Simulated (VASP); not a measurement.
# AlAs (F-43m) in VASP: notebook, part 2 of 2

VASP 6.6.1. Earlier steps stand in the parts before.

### 4 Relaxation of cell and atoms, PBE+D3(BJ)

This run uses another cell than the first one, of 23.49 Å³/atom, 1.034 times its volume.

The input, INCAR:

```
SYSTEM = AlAs
PREC = Accurate
ENCUT = 500
EDIFF = 1E-7
ISMEAR = 0
SIGMA = 0.02
LREAL = .FALSE.
LASPH = .TRUE.
NELM = 120
ALGO = Normal
ISIF = 3
LWAVE = .FALSE.
LCHARG = .FALSE.
GGA = PE
IVDW = 12
IBRION = 2
NSW = 70
EDIFFG = -0.005
GGA_COMPAT = .FALSE.
NELMIN = 4
```

The input, KPOINTS:

```
regular mesh
0
G
  8 8 8
  0 0 0
```

The input, POSCAR:

```
AlAs
1.0
    0.0000000000      2.8638066104      2.8638066104
    2.8638066104      0.0000000000      2.8638066104
    2.8638066104      2.8638066104      0.0000000000
Al As
1 1
Direct
    0.0000000000      0.0000000000      0.0000000000
    0.2500000000      0.2500000000      0.2500000000
```

Potentials or basis: VASP PAW PBE potentials, release 64 (Al, As).

Command:

```
> cat potpaw_PBE.64/Al/POTCAR potpaw_PBE.64/As/POTCAR > POTCAR
> mpirun -np 1 vasp_std > vasp.out
```

OUTCAR:

```text
SYSTEM = AlAs
   PREC = Accurate
   ENCUT = 500
   EDIFF = 1E-7
   ISMEAR = 0
   LREAL = .FALSE.
   LASPH = .TRUE.
   NELM = 120
   ISIF = 3
   GGA = PE
   IVDW = 12
   IBRION = 2
   NSW = 70
   EDIFFG = -0.005
   NELMIN = 4
 IVDW          = 12

 ion  position               nearest neighbor table
   1  0.000  0.000  0.000-   2 2.48   2 2.48   2 2.48   2 2.48
   2  0.250  0.250  0.250-   1 2.48   1 2.48   1 2.48   1 2.48

  LATTYP: Found a face centered cubic cell.
 ALAT       =     5.7276132208

  Lattice vectors:

 A1 = (   0.0000000000,   2.8638066104,   2.8638066104)
 A2 = (   2.8638066104,   0.0000000000,   2.8638066104)
 A3 = (   2.8638066104,   2.8638066104,   0.0000000000)

Analysis of symmetry for initial positions (statically):
=====================================================================
 Subroutine PRICEL returns:
 Original cell was already a primitive cell.

 Routine SETGRP: Setting up the symmetry group for a
 face centered cubic supercell.

 Subroutine GETGRP returns: Found 24 space group operations
 (whereof 24 operations were pure point group operations)
 out of a pool of 48 trial point group operations.

The static configuration has the point symmetry T_d .

Analysis of symmetry for dynamics (positions and initial velocities):
=====================================================================
 Subroutine PRICEL returns:
 Original cell was already a primitive cell.

 Routine SETGRP: Setting up the symmetry group for a
 face centered cubic supercell.

 Subroutine GETGRP returns: Found 24 space group operations
 (whereof 24 operations were pure point group operations)
 out of a pool of 48 trial point group operations.

The dynamic configuration has the point symmetry T_d .

 Subroutine INISYM returns: Found 24 space group operations
 (whereof 24 operations are pure point group operations),
 and found     1 'primitive' translations

----------------------------------------------------------------------------------------

                                     Primitive cell

  volume of cell :      46.9744

  direct lattice vectors                    reciprocal lattice vectors
     0.000000000  2.863806610  2.863806610    -0.174592795  0.174592795  0.174592795
[... 96 lines left out ...]
   PSTRESS=    0.0 pullay stress
   NELECT =       8.0000    total number of electrons
   NUPDOWN=      -1.0000    fix difference up-down
   EMIN   =  10.00;   EMAX   =-10.00  energy-range for DOS
   EFERMI =   0.00;   METHOD = LEGACY
   ISMEAR =     0;   SIGMA  =   0.02  broadening in eV -4-tet -1-fermi 0-gaus
   EFERMI_NEDOS =   21; number of points for ismear=-14 and -15
   IALGO  =     38    algorithm
   IMIX   =      4    mixing-type and parameters
     AMIX     =   0.40;   BMIX     =  1.00
     AMIX_MAG =   1.60;   BMIX_MAG =  1.00
  volume/ion in A,a.u.               =      23.49       158.50
  Fermi-wavevector in a.u.,A,eV,Ry     =   0.907440  1.714813 11.203676  0.823447
  Thomas-Fermi vector in A             =   2.031247
   LORBIT       =      0    0 simple, 1 ext, 2 COOP (PROOUT), +10 PAW based schemes
   GGA     = PE    functional components
   LHFCALC =     F    Hartree Fock is set to
   AEXX    =    0.0000 exact exchange contribution
   IVDW    =    12    specifies the selected vdW correction
   LEPSILON=     F    determine dielectric tensor
   LRPA    =     F    only Hartree local field effects (RPA)
 conjugate gradient relaxation of ions
 non-spin polarized calculation
 Gauss-broadening in eV      SIGMA  =   0.02
  energy-cutoff  :      500.00
  volume of cell :       46.97
 maximum number of plane-waves:      1243
 NGX is ok and might be reduce to    30
   NGX = 15   NGY = 15   NGZ = 15

--------------------------------------- Ionic step        1  -------------------------------------------

 number of electron       7.9999999 magnetization

 Free energy of the ion-electron system (eV)
  ---------------------------------------------------
  ext. energy  EPLUGINS =         0.00000000
  ---------------------------------------------------
  free energy    TOTEN  =        -9.38797616 eV

  energy without entropy =       -9.38797616  energy(sigma->0) =       -9.38797616

 E-fermi :   3.6771     XC(G=0):  -8.9051

 val. band max:        3.5951868278   @ k =   0.0000   0.0000   0.0000
 cond. band min:       5.0893388898   @ k =   0.5000   0.5000   0.0000
 fundamental gap:      1.4941520620
 Fermi energy:         3.6770893238

 k-point     1 :       0.0000    0.0000    0.0000
  band No.  band energies     occupation
      1      -8.0763      2.00000
      2       3.5952      2.00000
      3       3.5952      2.00000
      4       3.5952      2.00000
      5       5.3790      0.00000
      6       7.8223      0.00000
      7       7.8223      0.00000
      8       7.8223      0.00000
[... 332 lines left out ...]
--------------------------------------- Ionic step        3  -------------------------------------------

 number of electron       8.0000000 magnetization

 Free energy of the ion-electron system (eV)
  ---------------------------------------------------
  ext. energy  EPLUGINS =         0.00000000
  ---------------------------------------------------
  free energy    TOTEN  =        -9.37673406 eV

  energy without entropy =       -9.37673406  energy(sigma->0) =       -9.37673406

 E-fermi :   3.9852     XC(G=0):  -9.0242

 val. band max:        3.8515409408   @ k =   0.0000   0.0000   0.0000
 cond. band min:       5.2938903041   @ k =   0.5000   0.5000   0.0000
 fundamental gap:      1.4423493634
 Fermi energy:         3.9851771613

 k-point     1 :       0.0000    0.0000    0.0000
  band No.  band energies     occupation
      1      -7.9882      2.00000
      2       3.8515      2.00000
      3       3.8515      2.00000
      4       3.8515      2.00000
      5       5.8770      0.00000
      6       8.1309      0.00000
      7       8.1309      0.00000
      8       8.1309      0.00000
[... 286 lines left out ...]
  FREE ENERGIE OF THE ION-ELECTRON SYSTEM (eV)
  ---------------------------------------------------
  free  energy   TOTEN  =       -10.0080029951 eV

  energy  without entropy=      -10.0080029951  energy(sigma->0) =      -10.00800300

 reached required accuracy - stopping structural energy minimisation
```

OSZICAR:

```text
N       E                     dE             d eps       ncg     rms          rms(c)
DAV:   1     0.124466784898E+02    0.12447E+02   -0.29277E+03   464   0.709E+02
DAV:   2    -0.907721611639E+01   -0.21524E+02   -0.20686E+02   624   0.862E+01
DAV:   3    -0.959982922814E+01   -0.52261E+00   -0.52261E+00   560   0.180E+01
[... 23 lines left out ...]
DAV:   2    -0.937724575501E+01    0.19231E-02   -0.39652E-03   560   0.353E-01    0.112E-01
DAV:   3    -0.937677059969E+01    0.47516E-03   -0.17693E-03   512   0.209E-01    0.417E-02
DAV:   4    -0.937673956159E+01    0.31038E-04   -0.66065E-05   504   0.512E-02    0.225E-02
DAV:   5    -0.937673396692E+01    0.55947E-05   -0.80265E-06   632   0.175E-02    0.125E-02
DAV:   6    -0.937673406238E+01   -0.95466E-07   -0.35874E-07   512   0.457E-03
   3 F= -.10008003E+02 E0= -.10008003E+02  d E =-.958879E-02
```

It took 52 s on 1 thread of Intel Xeon 8259CL, shared host; peak memory 0.18 GiB.

Results:

* Free energy: -10.0080 eV
* Relaxed volume: 22.78 Å³/atom
* Relaxed cell: a = 4.009 Å, b = 4.009 Å, c = 4.009 Å, α = 60.00°, β = 60.00°, γ = 60.00°
* Space group after relaxing (to 0.05 Å): F-43m (No. 216)
* Energy gained by relaxing: 4.8 meV/atom
* Ionic steps: 3
* Pressure after relaxing: 0.0 GPa
* Band gap on the k mesh: 1.44 eV, indirect (least direct gap 2.03 eV)
* Dispersion energy per atom: -0.316 eV

Step by step:
| step | energy change (eV) | largest force (eV/Å) | pressure (GPa) | volume (Å³) |
| --- | --- | --- | --- | --- |
| 1 | 0.0000 | 0.0000 | -2.10 | 46.97 |
| 2 | -0.0075 | 0.0000 | 1.08 | 44.91 |
| 3 | -0.0096 | 0.0000 | 0.00 | 45.55 |

Final structure:
```xyz
2
Lattice="0.0000 2.8346 2.8346 2.8346 0.0000 2.8346 2.8346 2.8346 0.0000" Properties=species:S:1:pos:R:3 pbc="T T T"
Al    0.0000    0.0000    0.0000
As    1.4173    1.4173    1.4173
```

Levels at points of the mesh, in eV from the valence-band top:
```tsv
k point	band 1	band 2	band 3	band 4	band 5	band 6	band 7	band 8
(0.00, 0.00, 0.00)	-11.84	0.00	0.00	0.00	2.03	4.28	4.28	4.28
(0.50, 0.00, 0.00)	-10.43	-5.55	-0.82	-0.82	2.13	4.68	4.68	7.74
(0.50, 0.50, 0.00)	-9.88	-5.42	-2.16	-2.16	1.44	2.29	10.30	10.30
```

A k mesh can miss the band edges. Expect the measured gap to be larger: semilocal functionals such as PBE lack the derivative discontinuity.
